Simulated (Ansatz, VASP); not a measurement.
## CaSe in VASP and in Ansatz

POSCAR

```
CaSe
1.0
    0.0000000000      3.2795613661      3.2795613661
    3.2795613661      0.0000000000      3.2795613661
    3.2795613661      3.2795613661      0.0000000000
Ca Se
1 1
Direct
    0.0000000000      0.0000000000      0.0000000000
    0.2500000000      0.2500000000      0.2500000000
```

INCAR.step1

```
SYSTEM = CaSe
  ALGO = Normal
  EDIFF = 1E-5
  ENCUT = 520
  GGA = PE
  ISIF = 2
  ISMEAR = 0
  LASPH = .True.
  LREAL = .False.
  LWAVE = .True.
  NBANDS = 15
  NELM = 60
  PREC = Accurate
  SIGMA = 0.01
```

The input INCAR.step2:

```
SYSTEM = CaSe
  AEXX = 0.25
  ALGO = Normal
  EDIFF = 1E-7
  ENCUT = 520
  GGA = PE
  ISIF = 2
  ISMEAR = 0
  ISTART = 1
  LASPH = .True.
  LCHARG = .True.
  LELF = .True.
  LHFCALC = .True.
  LREAL = .False.
  LVHAR = .True.
  LWAVE = .False.
  NBANDS = 15
  NELM = 60
  PREC = Accurate
  PRECFOCK = Normal
  SIGMA = 0.01
```

Contents of KPOINTS:

```
k-points
0
Gamma
  4 4 4
  0 0 0
```

Input for Ansatz:

```yaml
crystal:
  lattice:
    - [0.0, 3.2795613661, 3.2795613661]
    - [3.2795613661, 0.0, 3.2795613661]
    - [3.2795613661, 3.2795613661, 0.0]
  atoms:
    - { symbol: Ca, position: [0.0, 0.0, 0.0] }
    - { symbol: Se, position: [0.25, 0.25, 0.25] }
kpoints:
  mp_grid: { grid: [4, 4, 4] }
hamiltonian:
  xc: pbe0
scf:
  occupations: { method: fixed }
  n_extra_bands: 4
output:
  forces: true
  stress: true
  eigenvalues: true
```

Alike in both runs: task single point; functional PBE0; k mesh 4 × 4 × 4; no spin polarisation.

```csv
,VASP,Ansatz
version,VASP 6.6.1,Ansatz 0.2.0
potentials or method,"VASP PAW PBE potentials, release 64 (Ca_sv, Se)",plane waves
plane-wave cutoff (eV),520,420
occupations,"gaussian, width 0.01 eV",fixed
valence electrons in the cell,16,26
```

|  | VASP | Ansatz | Ansatz less VASP |
| --- | --- | --- | --- |
| gap on the k mesh at the Fermi level (eV) | 4.78 | 4.76 | -0.022 |
| pressure (GPa) | 0.2 | 0.3 | +0.01 |

VASP's potentials hold 16 valence electrons a cell and Ansatz's 26, so a difference there can come from the potentials and not from the codes. Ansatz's warnings: stress exchange threshold loose, stress scf threshold loose.
